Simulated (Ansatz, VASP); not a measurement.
# Co: VASP beside Ansatz

```
Co
1.0
     2.47200    0.00000    0.00000
    -1.23600    2.14081    0.00000
     0.00000    0.00000    4.02114
Co
2
Direct
  0.66667 0.33333 0.75000
  0.33333 0.66667 0.25000
```

Alike in both runs: task single point; functional PBE; k mesh 10 × 10 × 6; occupations fermi-dirac, width 0.05 eV; collinear spin; fixed moment 3 μB.

|  | VASP | Ansatz |
| --- | --- | --- |
| version | VASP 6.6.1 | Ansatz 0.2.0 |
| potentials or method | VASP PAW PBE potentials, release 64 (Co_sv) | Ansatz PAW |
| plane-wave cutoff (eV) | 690 | 420 |
| valence electrons in the cell | 34 | 34 |

VASP gave:

```
pressure (GPa)                                                : 1.1
traceless stress, the component that is largest in VASP (GPa) : -1.85
net moment per atom (μB)                                      : 1.50
size of the moment on the site where the two differ most (μB) : 1.57
```

Question: What did Ansatz give for the same quantities?

Answer: Pressure (GPa): 3.0; traceless stress, the component that is largest in VASP (GPa): -1.87; net moment per atom (μB): 1.50; size of the moment on the site where the two differ most (μB): 1.58.

Site moments also hang on the region over which each program counts them. The functional is the same, so the differences come from potentials, cutoffs and numerics.
